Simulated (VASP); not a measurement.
# ZnAu (Pm-3m) in VASP: further runs, part 2 of 2

VASP 6.6.1. Earlier steps stand in the parts before.

## (3) Single point, PBE+D4

Contents of INCAR:

```
SYSTEM = ZnAu
PREC = Accurate
ENCUT = 500
EDIFF = 1E-6
ISMEAR = -1
SIGMA = 0.05
LREAL = .False.
LASPH = .True.
NELM = 120
ALGO = Normal
ISIF = 2
LWAVE = .False.
LCHARG = .False.
GGA = PE
IVDW = 13
NBANDS = 18
GGA_COMPAT = .False.
```

Contents of KPOINTS:

```
Automatic mesh
0
Gamma
  6 6 6
  0 0 0
```

Contents of POSCAR:

```
ZnAu
1.0
    3.1470000000      0.0000000000      0.0000000000
    0.0000000000      3.1470000000      0.0000000000
    0.0000000000      0.0000000000      3.1470000000
Zn Au
1 1
Direct
    0.5000000000      0.5000000000      0.5000000000
    0.0000000000      0.0000000000      0.0000000000
```

Potentials or basis: VASP PAW PBE potentials, release 64 (Zn, Au).

The run is started by

```console
> cat potpaw_PBE.64/Zn/POTCAR potpaw_PBE.64/Au/POTCAR > POTCAR
> mpirun -np 1 vasp_std > vasp.out
```

OUTCAR:

```text
SYSTEM = ZnAu
   PREC = Accurate
   ENCUT = 500
   EDIFF = 1E-6
   ISMEAR = -1
   LREAL = .False.
   LASPH = .True.
   NELM = 120
   ISIF = 2
   GGA = PE
   IVDW = 13

 ion  position               nearest neighbor table
   1  0.500  0.500  0.500-   2 2.73   2 2.73   2 2.73   2 2.73   2 2.73   2 2.73   2 2.73   2 2.73

   2  0.000  0.000  0.000-   1 2.73   1 2.73   1 2.73   1 2.73   1 2.73   1 2.73   1 2.73   1 2.73

  LATTYP: Found a simple cubic cell.
 ALAT       =     3.1470000000

  Lattice vectors:

 A1 = (   3.1470000000,   0.0000000000,   0.0000000000)
 A2 = (   0.0000000000,   3.1470000000,   0.0000000000)
 A3 = (   0.0000000000,   0.0000000000,   3.1470000000)

Analysis of symmetry for initial positions (statically):
=====================================================================
 Subroutine PRICEL returns:
 Original cell was already a primitive cell.

 Routine SETGRP: Setting up the symmetry group for a
 simple cubic supercell.

 Subroutine GETGRP returns: Found 48 space group operations
[... 9 lines left out ...]

 Routine SETGRP: Setting up the symmetry group for a
 simple cubic supercell.

 Subroutine GETGRP returns: Found 48 space group operations
[... 11 lines left out ...]
                                     Primitive cell

  volume of cell :      31.1667

  direct lattice vectors                    reciprocal lattice vectors
     3.147000000  0.000000000  0.000000000     0.317762949  0.000000000  0.000000000
     0.000000000  3.147000000  0.000000000     0.000000000  0.317762949  0.000000000
     0.000000000  0.000000000  3.147000000     0.000000000  0.000000000  0.317762949

  length of vectors
     3.147000000  3.147000000  3.147000000     0.317762949  0.317762949  0.317762949

  position of ions in fractional coordinates (direct lattice)
     0.500000000  0.500000000  0.500000000
     0.000000000  0.000000000  0.000000000

  ion indices of the primitive-cell ions
   primitive index   ion index
                 1           1
                 2           2

----------------------------------------------------------------------------------------

 KPOINTS: Automatic mesh

Automatic generation of k-mesh.
 Grid dimensions read from file:
 generate k-points for:    6    6    6

 Generating k-lattice:

  Cartesian coordinates                     Fractional coordinates (reciprocal lattice)
     0.052960491  0.000000000  0.000000000     0.166666667  0.000000000  0.000000000
     0.000000000  0.052960491  0.000000000     0.000000000  0.166666667  0.000000000
     0.000000000  0.000000000  0.052960491     0.000000000  0.000000000  0.166666667

  Length of vectors
     0.052960491  0.052960491  0.052960491

  Shift w.r.t. Gamma in fractional coordinates (k-lattice)
     0.000000000  0.000000000  0.000000000

 Subroutine IBZKPT returns following result:
 ===========================================

 Found     20 irreducible k-points:

 Following reciprocal coordinates:
            Coordinates               Weight
  0.000000  0.000000  0.000000      1.000000
  0.166667  0.000000  0.000000      6.000000
  0.333333  0.000000  0.000000      6.000000
  0.500000  0.000000  0.000000      3.000000
  0.166667  0.166667  0.000000     12.000000
  0.333333  0.166667  0.000000     24.000000
[... 12 lines left out ...]
  0.500000  0.500000  0.333333      6.000000
  0.500000  0.500000  0.500000      1.000000
   k-points           NKPTS =     20   k-points in BZ     NKDIM =     20   number of bands    NBANDS=     18
   number of dos      NEDOS =    301   number of ions     NIONS =      2
   total plane-waves  NPLWV =  13824
   dimension x,y,z NGX =    24 NGY =   24 NGZ =   24
   dimension x,y,z NGXF=    48 NGYF=   48 NGZF=   48
   ions per type =               1   1
   NGX,Y,Z   is equivalent  to a cutoff of  12.68, 12.68, 12.68 a.u.
   NGXF,Y,Z  is equivalent  to a cutoff of  25.36, 25.36, 25.36 a.u.
 SYSTEM =  ZnAu
   PREC   = accura    normal or accurate (medium, high low for compatibility)
   ISTART =      0    job   : 0-new  1-cont  2-samecut
   ICHARG =      2    charge: 1-file 2-atom 10-const
   ISPIN  =      1    spin polarized calculation?
   LNONCOLLINEAR =      F non collinear calculations
   LSORBIT =      F    spin-orbit coupling
   LASPH  =      T    aspherical Exc in radial PAW
   ENCUT  =  500.0 eV  36.75 Ry    6.06 a.u.   5.74  5.74  5.74*2*pi/ulx,y,z
   NELM   =    120;   NELMIN=  2; NELMDL= -5     # of ELM steps
   EDIFF  = 0.1E-05   stopping-criterion for ELM
   LREAL  =      F    real-space projection
   EDIFFG = 0.1E-04   stopping-criterion for IOM
   NSW    =      0    number of steps for IOM
   IBRION =     -1    ionic relax: 0-MD 1-quasi-New 2-CG
   NFREE  =      0    steps in history (QN), initial steepest desc. (CG)
   ISIF   =      2    stress and relaxation
   ISYM   =      2    0-nonsym 1-usesym 2-fastsym
   POTIM  = 0.5000    time-step for ionic-motion
   TEBEG  =    0.0;   TEEND  =   0.0 temperature during run
   PSTRESS=    0.0 pullay stress
   NELECT =      23.0000    total number of electrons
   NUPDOWN=      -1.0000    fix difference up-down
   EMIN   =  10.00;   EMAX   =-10.00  energy-range for DOS
   EFERMI =   0.00;   METHOD = LEGACY
   ISMEAR =    -1;   SIGMA  =   0.05  broadening in eV -4-tet -1-fermi 0-gaus
   EFERMI_NEDOS =   21; number of points for ismear=-14 and -15
   IALGO  =     38    algorithm
   IMIX   =      4    mixing-type and parameters
     AMIX     =   0.40;   BMIX     =  1.00
     AMIX_MAG =   1.60;   BMIX_MAG =  1.00
  volume/ion in A,a.u.               =      15.58       105.16
  Fermi-wavevector in a.u.,A,eV,Ry     =   1.479406  2.795672 29.778283  2.188642
  Thomas-Fermi vector in A             =   2.593568
   LORBIT       =      0    0 simple, 1 ext, 2 COOP (PROOUT), +10 PAW based schemes
   GGA     = PE    functional components
   LHFCALC =     F    Hartree Fock is set to
   AEXX    =    0.0000 exact exchange contribution
   IVDW    =    13    specifies the selected vdW correction
   LEPSILON=     F    determine dielectric tensor
   LRPA    =     F    only Hartree local field effects (RPA)
 non-spin polarized calculation
  energy-cutoff  :      500.00
  volume of cell :       31.17
 maximum number of plane-waves:       840
 NGX is ok and might be reduce to    24
   NGX = 11   NGY = 11   NGZ = 11

 number of electron      23.0000000 magnetization

 Free energy of the ion-electron system (eV)
  ---------------------------------------------------
  ext. energy  EPLUGINS =         0.00000000
  ---------------------------------------------------
  free energy    TOTEN  =        -4.69019258 eV

  energy without entropy =       -4.67731080  energy(sigma->0) =       -4.68375169

 E-fermi :   7.2075     XC(G=0): -12.3786

 val. band max:        6.6418032568   @ k =   0.3333   0.1667   0.0000
 cond. band min:       7.2479113926   @ k =   0.3333   0.1667   0.1667
 fundamental gap:      0.6061081358
 Fermi energy:         7.2074959747

 k-point     1 :       0.0000    0.0000    0.0000
  band No.  band energies     occupation
      1      -3.5222      2.00000
      2      -1.0285      2.00000
      3      -1.0285      2.00000
      4      -0.3346      2.00000
      5      -0.3346      2.00000
      6      -0.3346      2.00000
[... 10 lines left out ...]
     17      19.2286      0.00000
     18      25.4027      0.00000

 k-point     2 :       0.1667    0.0000    0.0000
  band No.  band energies     occupation
      1      -3.0357      2.00000
      2      -0.9245      2.00000
      3      -0.8920      2.00000
      4      -0.3393      2.00000
      5      -0.3393      2.00000
      6      -0.2959      2.00000
[... 10 lines left out ...]
     17      21.5613      0.00000
     18      24.9436      0.00000

 k-point     3 :       0.3333    0.0000    0.0000
  band No.  band energies     occupation
      1      -1.7227      2.00000
      2      -0.6889      2.00000
      3      -0.6263      2.00000
      4      -0.3417      2.00000
      5      -0.3417      2.00000
      6      -0.2155      2.00000
[... 328 lines left out ...]
 k-point    19 :       0.5000    0.5000    0.3333
  band No.  band energies     occupation
      1      -0.7289      2.00000
      2      -0.6411      2.00000
      3      -0.6411      2.00000
      4      -0.3594      2.00000
      5       0.0020      2.00000
      6       0.6957      2.00000
[... 10 lines left out ...]
     17      15.2214      0.00000
     18      15.2214      0.00000

 k-point    20 :       0.5000    0.5000    0.5000
  band No.  band energies     occupation
      1      -0.6040      2.00000
      2      -0.6040      2.00000
      3      -0.6040      2.00000
      4       0.0042      2.00000
      5       0.0042      2.00000
      6       0.6497      2.00000
[... 10 lines left out ...]
     17      12.9914      0.00000
     18      12.9914      0.00000

------------------------ aborting loop because EDIFF is reached ----------------------------------------

  DFT-D4 for vdW energy calculation

  Edisp (eV):   -1.04334

  FORCE on cell =-STRESS in cart. coord.  units (eV):
  Direction    XX          YY          ZZ          XY          YZ          ZX
  --------------------------------------------------------------------------------------
  -------------------------------------------------------------------------------------
  Total      -0.00457    -0.00457    -0.00457     0.00000     0.00000    -0.00000
  in kB      -0.23515    -0.23515    -0.23515     0.00000     0.00000    -0.00000
  external pressure =       -0.24 kB  Pullay stress =        0.00 kB

 VOLUME and BASIS-vectors are now :
 -----------------------------------------------------------------------------
  energy-cutoff  :      500.00
  volume of cell :       31.17
      direct lattice vectors                 reciprocal lattice vectors
     3.147000000  0.000000000  0.000000000     0.317762949  0.000000000  0.000000000
     0.000000000  3.147000000  0.000000000     0.000000000  0.317762949  0.000000000
     0.000000000  0.000000000  3.147000000     0.000000000  0.000000000  0.317762949

 POSITION                                       TOTAL-FORCE (eV/Angst)
 -----------------------------------------------------------------------------------
      1.57350      1.57350      1.57350         0.000000      0.000000      0.000000
      0.00000      0.00000      0.00000         0.000000      0.000000      0.000000
 -----------------------------------------------------------------------------------
    total drift:                                0.000000      0.000000     -0.000000

  FREE ENERGIE OF THE ION-ELECTRON SYSTEM (eV)
  ---------------------------------------------------
  free  energy   TOTEN  =        -5.7335287009 eV

  energy  without entropy=       -5.7206469202  energy(sigma->0) =       -5.72708781
```

stdout:

```text
POSCAR found type information on POSCAR ZnAu
 POSCAR found :  2 types and       2 ions
 scaLAPACK will be used
 LDA part: xc-table for (Slater+PW92), standard interpolation
 POSCAR, INCAR and KPOINTS ok, starting setup
 FFT: planning ... GRIDC
 FFT: planning ... GRID_SOFT
 FFT: planning ... GRID
 WAVECAR not read
 entering main loop
```

Wall time 9.9 s (1 thread of Intel Xeon 8259CL, shared host); peak memory 0.14 GiB.

Results:

```yaml
Free_energy: -5.7335 eV
Pressure: 0.0 GPa
Dispersion_energy_per_atom: -0.522 eV
```

Levels at points of the mesh, in eV from the Fermi level:
```
           k point  band 7  band 8  band 9  band 10  band 11  band 12  band 13  band 14  band 15  band 16
(0.00, 0.00, 0.00)   -5.55   -5.55   -3.87    -3.87    -3.87     4.89     4.89     4.89     8.74    12.02
(0.50, 0.00, 0.00)   -5.92   -5.56   -5.05    -5.05    -4.03    -2.51    10.32    11.03    11.03    11.10
(0.50, 0.50, 0.00)   -5.18   -4.21   -4.21    -3.29    -2.09    -2.09     0.72     2.38    10.30    12.58
(0.50, 0.50, 0.50)   -6.56   -6.56   -3.24    -3.24     1.30     3.47     3.65     3.65     3.65     5.78
```

Caveat: spin-orbit coupling is left out, which moves the levels of the heavy elements; pairwise dispersion overbinds metals, which lowers pressure and volume.

## (4) Single point, PBE+D4

Contents of INCAR:

```
PREC = Accurate
ENCUT = 500
EDIFF = 1E-6
ISMEAR = -1
SIGMA = 0.05
LREAL = False
LASPH = True
NELM = 120
ALGO = Normal
ISIF = 2
LWAVE = False
LCHARG = False
GGA = PE
IVDW = 13
NBANDS = 18
GGA_COMPAT = False
```

Contents of KPOINTS:

```
regular mesh
0
Gamma
  6 6 6
```

Contents of POSCAR:

```
ZnAu
1.0
    3.1459700764      0.0000000000      0.0000000000
    0.0000000000      3.1459700764      0.0000000000
    0.0000000000      0.0000000000      3.1459700764
Zn Au
1 1
Direct
    0.5000000000      0.5000000000      0.5000000000
    0.0000000000      0.0000000000      0.0000000000
```

The run is started by

```console
> cat potpaw_PBE.64/Zn/POTCAR potpaw_PBE.64/Au/POTCAR > POTCAR
> mpirun -np 1 vasp_std > vasp.out
```

It took 11 s on 1 thread of Intel Xeon 8259CL, shared host; peak memory 0.15 GiB.

The run converged. Its results:

* Free energy: -5.7335 eV
* Pressure: 0.2 GPa
* Dispersion energy per atom: -0.522 eV

Levels at points of the mesh, in eV from the Fermi level:
| k point | band 9 | band 10 | band 11 | band 12 | band 13 | band 14 |
| --- | --- | --- | --- | --- | --- | --- |
| (0.00, 0.00, 0.00) | -3.87 | -3.87 | -3.87 | 4.89 | 4.89 | 4.89 |
| (0.50, 0.00, 0.00) | -5.05 | -5.05 | -4.03 | -2.51 | 10.32 | 11.04 |
| (0.50, 0.50, 0.00) | -4.22 | -3.30 | -2.09 | -2.09 | 0.73 | 2.39 |
| (0.50, 0.50, 0.50) | -3.25 | -3.25 | 1.30 | 3.48 | 3.65 | 3.65 |

Caveat: spin-orbit coupling is left out, which moves the levels of the heavy elements; pairwise dispersion overbinds metals, which lowers pressure and volume.

## (5) Single point, PBE+D4

Contents of INCAR:

```
ALGO = Normal
EDIFF = 1E-6
ENCUT = 500
GGA = PE
GGA_COMPAT = F
ISIF = 2
ISMEAR = -1
IVDW = 13
LASPH = T
LCHARG = T
LELF = T
LREAL = F
LVHAR = T
LWAVE = F
NBANDS = 18
NELM = 120
PREC = Accurate
SIGMA = 0.05
```

Contents of KPOINTS:

```
k-points
0
Gamma
  6 6 6
```

Contents of POSCAR:

```
ZnAu
1.0
    3.1470000000      0.0000000000      0.0000000000
    0.0000000000      3.1470000000      0.0000000000
    0.0000000000      0.0000000000      3.1470000000
Zn Au
1 1
Direct
    0.5000000000      0.5000000000      0.5000000000
    0.0000000000      0.0000000000      0.0000000000
```

The run is started by

```console
> cat potpaw_PBE.64/Zn/POTCAR potpaw_PBE.64/Au/POTCAR > POTCAR
> mpirun -np 1 vasp_std > vasp.out
```

Wall time 9.8 s (1 thread of Intel Xeon 8259CL, shared host); peak memory 0.14 GiB.

The run converged. Its results:

```yaml
Free_energy: -5.7335 eV
Pressure: 0.0 GPa
Dispersion_energy_per_atom: -0.522 eV
```

Levels at points of the mesh, in eV from the Fermi level:
```
           k point  band 7  band 8  band 9  band 10  band 11  band 12  band 13  band 14  band 15  band 16
(0.00, 0.00, 0.00)   -5.55   -5.55   -3.87    -3.87    -3.87     4.89     4.89     4.89     8.74    12.02
(0.50, 0.00, 0.00)   -5.92   -5.56   -5.05    -5.05    -4.03    -2.51    10.32    11.03    11.03    11.10
(0.50, 0.50, 0.00)   -5.18   -4.21   -4.21    -3.29    -2.09    -2.09     0.72     2.38    10.30    12.58
(0.50, 0.50, 0.50)   -6.56   -6.56   -3.24    -3.24     1.30     3.47     3.65     3.65     3.65     5.78
```

Caveat: spin-orbit coupling is left out, which moves the levels of the heavy elements; pairwise dispersion overbinds metals, which lowers pressure and volume.
